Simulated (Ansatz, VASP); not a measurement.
## One calculation of Pt, two programs

POSCAR

```
Pt
1.0
    0.0000000000      1.9705765473      1.9705765473
    1.9705765473      0.0000000000      1.9705765473
    1.9705765473      1.9705765473      0.0000000000
Pt
1
Direct
    0.0000000000      0.0000000000      0.0000000000
```

The input INCAR.step1:

```
SYSTEM = Pt
PREC = Accurate
ENCUT = 520
ISMEAR = -1
SIGMA = 0.1
LREAL = .False.
LASPH = .True.
NELM = 60
NBANDS = 11
GGA = PE
ALGO = Normal
EDIFF = 1E-4
LWAVE = .True.
LCHARG = .False.
```

The input INCAR.step2:

```
SYSTEM = Pt
PREC = Accurate
ENCUT = 520
EDIFF = 1E-6
ISMEAR = -1
SIGMA = 0.1
LREAL = .False.
LASPH = .True.
NELM = 60
ALGO = Normal
ISIF = 2
LWAVE = .False.
LCHARG = .False.
METAGGA = R2SCAN
LMIXTAU = .True.
NBANDS = 11
ISTART = 1
```

File KPOINTS:

```
Automatic mesh
0
Gamma
  4 4 4
  0 0 0
```

Input for Ansatz:

```yaml
crystal:
  lattice:
    - [0.0, 1.9705765473, 1.9705765473]
    - [1.9705765473, 0.0, 1.9705765473]
    - [1.9705765473, 1.9705765473, 0.0]
  atoms:
    - { symbol: Pt, position: [0.0, 0.0, 0.0] }
hamiltonian:
  xc: r2scan
  pseudopotentials:
    kind: paw
    azcp:
      Pt: "pseudopotentials/Pt.paw.azcp"
basis:
  ecutwfc: 500
  fft_grid_basis: typed
kpoints:
  mp_grid: { grid: [4, 4, 4], shift: [0, 0, 0] }
magnetization:
  spin_polarized: false
scf:
  occupations: { method: fermi_dirac, width: 0.1 }
  lower_state_search: "off"
output:
  stress: true
```

Alike in both runs: task single point; functional r2SCAN; k mesh 4 × 4 × 4; occupations fermi-dirac, width 0.1 eV; no spin polarisation.

```csv
,VASP,Ansatz
version,VASP 6.6.1,Ansatz 0.2.0
potentials or method,"VASP PAW PBE potentials, release 64 (Pt), cutoff 520 eV","plane waves (500 eV) with PAW, scalar-relativistic"
valence electrons in the cell,10,18
```

```tsv
	VASP	Ansatz	Ansatz less VASP
pressure (GPa)	-1.5	-2.2	-0.71
```

VASP's potentials were made for PBE, not for r2SCAN. VASP's potentials hold 10 valence electrons a cell and Ansatz's 18, so a difference there can come from the potentials and not from the codes.

The k mesh is coarse, so the values compare programs but aren't converged. Spin-orbit coupling is off throughout.
